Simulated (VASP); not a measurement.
# Sb (Im-3m) in VASP: further runs, part 2 of 2

VASP 6.6.1.

## (3) Relaxation of cell and atoms, PBE

This run uses another cell than the first one, of 26.21 Å³/atom, 0.963 times its volume.

Input file INCAR:

```
ALGO = Normal
EDIFF = 1E-6
EDIFFG = -0.01
ENCUT = 600
GGA = PE
IBRION = 2
ISIF = 3
ISMEAR = -1
LASPH = True
LCHARG = False
LREAL = False
LWAVE = False
NELM = 80
NSW = 60
PREC = Accurate
SIGMA = 0.05
```

Input file KPOINTS:

```
k-points
0
Gamma
  10 10 10
```

Input file POSCAR:

```
Sb
1.0
   -1.8713408863      1.8713408863      1.8713408863
    1.8713408863     -1.8713408863      1.8713408863
    1.8713408863      1.8713408863     -1.8713408863
Sb
1
Direct
    0.0000000000      0.0000000000      0.0000000000
```

Potentials or basis: VASP PAW PBE potentials, release 64 (Sb).

Command:

```sh
$ cat potpaw_PBE.64/Sb/POTCAR > POTCAR
$ mpirun -np 1 vasp_std > vasp.out
```

OUTCAR:

```text
EDIFF = 1E-6
   EDIFFG = -0.01
   ENCUT = 600
   GGA = PE
   IBRION = 2
   ISIF = 3
   ISMEAR = -1
   LASPH = True
   LREAL = False
   NELM = 80
   NSW = 60
   PREC = Accurate

 ion  position               nearest neighbor table
   1  0.000  0.000  0.000-

  LATTYP: Found a body centered cubic cell.
 ALAT       =     3.7426817726

  Lattice vectors:

 A1 = (  -1.8713408863,   1.8713408863,   1.8713408863)
 A2 = (   1.8713408863,  -1.8713408863,   1.8713408863)
 A3 = (   1.8713408863,   1.8713408863,  -1.8713408863)

Analysis of symmetry for initial positions (statically):
=====================================================================
 Subroutine PRICEL returns:
 Original cell was already a primitive cell.

 Routine SETGRP: Setting up the symmetry group for a
 body centered cubic supercell.

 Subroutine GETGRP returns: Found 48 space group operations
 (whereof 48 operations were pure point group operations)
 out of a pool of 48 trial point group operations.

The static configuration has the point symmetry O_h .

Analysis of symmetry for dynamics (positions and initial velocities):
=====================================================================
 Subroutine PRICEL returns:
 Original cell was already a primitive cell.

 Routine SETGRP: Setting up the symmetry group for a
 body centered cubic supercell.

 Subroutine GETGRP returns: Found 48 space group operations
 (whereof 48 operations were pure point group operations)
 out of a pool of 48 trial point group operations.

The dynamic configuration has the point symmetry O_h .

 Subroutine INISYM returns: Found 48 space group operations
 (whereof 48 operations are pure point group operations),
 and found     1 'primitive' translations

----------------------------------------------------------------------------------------

                                     Primitive cell

  volume of cell :      26.2131

  direct lattice vectors                    reciprocal lattice vectors
    -1.871340886  1.871340886  1.871340886     0.000000000  0.267188092  0.267188092
     1.871340886 -1.871340886  1.871340886     0.267188092  0.000000000  0.267188092
     1.871340886  1.871340886 -1.871340886     0.267188092  0.267188092  0.000000000

  length of vectors
     3.241257493  3.241257493  3.241257493     0.377861023  0.377861023  0.377861023

  position of ions in fractional coordinates (direct lattice)
     0.000000000  0.000000000  0.000000000

  ion indices of the primitive-cell ions
   primitive index   ion index
                 1           1

----------------------------------------------------------------------------------------

 KPOINTS: k-points

Automatic generation of k-mesh.
 Grid dimensions read from file:
 generate k-points for:   10   10   10

 Generating k-lattice:

  Cartesian coordinates                     Fractional coordinates (reciprocal lattice)
     0.000000000  0.026718809  0.026718809     0.100000000  0.000000000  0.000000000
     0.026718809  0.000000000  0.026718809     0.000000000  0.100000000  0.000000000
     0.026718809  0.026718809  0.000000000     0.000000000  0.000000000  0.100000000

  Length of vectors
     0.037786102  0.037786102  0.037786102

  Shift w.r.t. Gamma in fractional coordinates (k-lattice)
     0.000000000  0.000000000  0.000000000

 Subroutine IBZKPT returns following result:
 ===========================================

 Found     47 irreducible k-points:

 Following reciprocal coordinates:
            Coordinates               Weight
  0.000000  0.000000  0.000000      1.000000
  0.100000  0.000000  0.000000     12.000000
  0.200000  0.000000  0.000000     12.000000
  0.300000  0.000000  0.000000     12.000000
  0.400000  0.000000  0.000000     12.000000
  0.500000  0.000000  0.000000      6.000000
[... 16 lines left out ...]
  0.300000  0.300000  0.100000      8.000000
 -0.300000  0.300000  0.100000     24.000000
 [... further k-points ...]
   k-points           NKPTS =     47   k-points in BZ     NKDIM =     47   number of bands    NBANDS=      6
   number of dos      NEDOS =    301   number of ions     NIONS =      1
   total plane-waves  NPLWV =  21952
   dimension x,y,z NGX =    28 NGY =   28 NGZ =   28
   dimension x,y,z NGXF=    56 NGYF=   56 NGZF=   56
   ions per type =               1
   NGX,Y,Z   is equivalent  to a cutoff of  14.36, 14.36, 14.36 a.u.
   NGXF,Y,Z  is equivalent  to a cutoff of  28.72, 28.72, 28.72 a.u.
 SYSTEM =  unknown system
   PREC   = accura    normal or accurate (medium, high low for compatibility)
   ISTART =      0    job   : 0-new  1-cont  2-samecut
   ICHARG =      2    charge: 1-file 2-atom 10-const
   ISPIN  =      1    spin polarized calculation?
   LNONCOLLINEAR =      F non collinear calculations
   LSORBIT =      F    spin-orbit coupling
   LASPH  =      T    aspherical Exc in radial PAW
   ENCUT  =  600.0 eV  44.10 Ry    6.64 a.u.   6.47  6.47  6.47*2*pi/ulx,y,z
   NELM   =     80;   NELMIN=  2; NELMDL= -5     # of ELM steps
   EDIFF  = 0.1E-05   stopping-criterion for ELM
   LREAL  =      F    real-space projection
   EDIFFG = -.1E-01   stopping-criterion for IOM
   NSW    =     60    number of steps for IOM
   IBRION =      2    ionic relax: 0-MD 1-quasi-New 2-CG
   NFREE  =      1    steps in history (QN), initial steepest desc. (CG)
   ISIF   =      3    stress and relaxation
   ISYM   =      2    0-nonsym 1-usesym 2-fastsym
   POTIM  = 0.5000    time-step for ionic-motion
   TEBEG  =    0.0;   TEEND  =   0.0 temperature during run
   PSTRESS=    0.0 pullay stress
   NELECT =       5.0000    total number of electrons
   NUPDOWN=      -1.0000    fix difference up-down
   EMIN   =  10.00;   EMAX   =-10.00  energy-range for DOS
   EFERMI =   0.00;   METHOD = LEGACY
   ISMEAR =    -1;   SIGMA  =   0.05  broadening in eV -4-tet -1-fermi 0-gaus
   EFERMI_NEDOS =   21; number of points for ismear=-14 and -15
   IALGO  =     38    algorithm
   IMIX   =      4    mixing-type and parameters
     AMIX     =   0.40;   BMIX     =  1.00
     AMIX_MAG =   1.60;   BMIX_MAG =  1.00
  volume/ion in A,a.u.               =      26.21       176.89
  Fermi-wavevector in a.u.,A,eV,Ry     =   0.942378  1.780837 12.083018  0.888077
  Thomas-Fermi vector in A             =   2.069982
   LORBIT       =      0    0 simple, 1 ext, 2 COOP (PROOUT), +10 PAW based schemes
   GGA     = PE    functional components
   LHFCALC =     F    Hartree Fock is set to
   AEXX    =    0.0000 exact exchange contribution
   IVDW    =     0    specifies the selected vdW correction
   LEPSILON=     F    determine dielectric tensor
   LRPA    =     F    only Hartree local field effects (RPA)
 conjugate gradient relaxation of ions
 non-spin polarized calculation
  energy-cutoff  :      600.00
  volume of cell :       26.21
 maximum number of plane-waves:       909
 NGX is ok and might be reduce to    28
   NGX = 13   NGY = 13   NGZ = 13

--------------------------------------- Ionic step        1  -------------------------------------------

 number of electron       5.0000000 magnetization

 Free energy of the ion-electron system (eV)
  ---------------------------------------------------
  ext. energy  EPLUGINS =         0.00000000
  ---------------------------------------------------
  free energy    TOTEN  =        -3.89051182 eV

  energy without entropy =       -3.88150534  energy(sigma->0) =       -3.88600858

------------------------ aborting loop because EDIFF is reached ----------------------------------------

  FORCE on cell =-STRESS in cart. coord.  units (eV):
  Direction    XX          YY          ZZ          XY          YZ          ZX
  --------------------------------------------------------------------------------------
  -------------------------------------------------------------------------------------
  Total        0.4974679      0.4974679      0.4974679      0.0000000     -0.0000000     -0.0000000
  in kB       30.4058331     30.4058331     30.4058331      0.0000000     -0.0000000     -0.0000000
  external PRESSURE =      30.4058331 kB  Pullay stress =       0.0000000 kB
[... 57 lines left out ...]
--------------------------------------- Ionic step        3  -------------------------------------------

 number of electron       5.0000000 magnetization

 Free energy of the ion-electron system (eV)
  ---------------------------------------------------
  ext. energy  EPLUGINS =         0.00000000
  ---------------------------------------------------
  free energy    TOTEN  =        -3.90170422 eV

  energy without entropy =       -3.89293767  energy(sigma->0) =       -3.89732095

 E-fermi :   8.1957     XC(G=0): -10.1444

 val. band max:        8.1939567306   @ k =  -0.3000   0.4000   0.1000
 cond. band min:       8.2050651636   @ k =   0.3000   0.1000   0.1000
 fundamental gap:      0.0111084329
 Fermi energy:         8.1957185532

 k-point     1 :       0.0000    0.0000    0.0000
  band No.  band energies     occupation
      1      -4.4880      2.00000
      2      13.5489      0.00000
      3      13.5489      0.00000
      4      13.5489      0.00000
      5      18.6812      0.00000
      6      18.6812      0.00000
[... 199 lines left out ...]
 k-point    24 :      -0.3000    0.3000    0.1000
  band No.  band energies     occupation
      1      -2.4797      2.00000
      2       6.5820      2.00000
      3      10.1287      0.00000
      4      11.4464      0.00000
      5      15.7526      0.00000
      6      16.6899      0.00000

 [... further k-points ...]
[... 5 lines left out ...]
  --------------------------------------------------------------------------------------
  -------------------------------------------------------------------------------------
  Total        0.0004870      0.0004870      0.0004870      0.0000000     -0.0000000      0.0000000
  in kB        0.0284343      0.0284343      0.0284343      0.0000000     -0.0000000      0.0000000
  external PRESSURE =       0.0284343 kB  Pullay stress =       0.0000000 kB
[... 16 lines left out ...]
  FREE ENERGIE OF THE ION-ELECTRON SYSTEM (eV)
  ---------------------------------------------------
  free  energy   TOTEN  =        -3.9017042247 eV

  energy  without entropy=       -3.8929376676  energy(sigma->0) =       -3.89732095

 reached required accuracy - stopping structural energy minimisation
```

It took 8.9 s on 1 thread of AMD EPYC 9R45 (Zen 5), shared host; peak memory 0.13 GiB.

Results:

* Free energy: -3.9017 eV
* Relaxed volume: 27.44 Å³/atom
* Relaxed cell: a = 3.291 Å, b = 3.291 Å, c = 3.291 Å, α = 109.47°, β = 109.47°, γ = 109.47°
* Space group after relaxing (to 0.05 Å): Im-3m (No. 229)
* Energy gained by relaxing: 11.2 meV/atom
* Ionic steps: 3
* Pressure after relaxing: 0.0 GPa

The path:
```
step  energy change (eV)  largest force (eV/Å)  pressure (GPa)  volume (Å³)
   1              0.0000                0.0000            3.04        26.21
   2             -0.0080                0.0000           -1.43        28.15
   3             -0.0112                0.0000            0.00        27.44
```

Final structure:
```
Sb
1.0
    -1.90015    1.90015    1.90015
     1.90015   -1.90015    1.90015
     1.90015    1.90015   -1.90015
Sb
1
Direct
  0.00000 0.00000 0.00000
```

Caveat: spin-orbit coupling is left out, which moves the levels of the heavy elements.
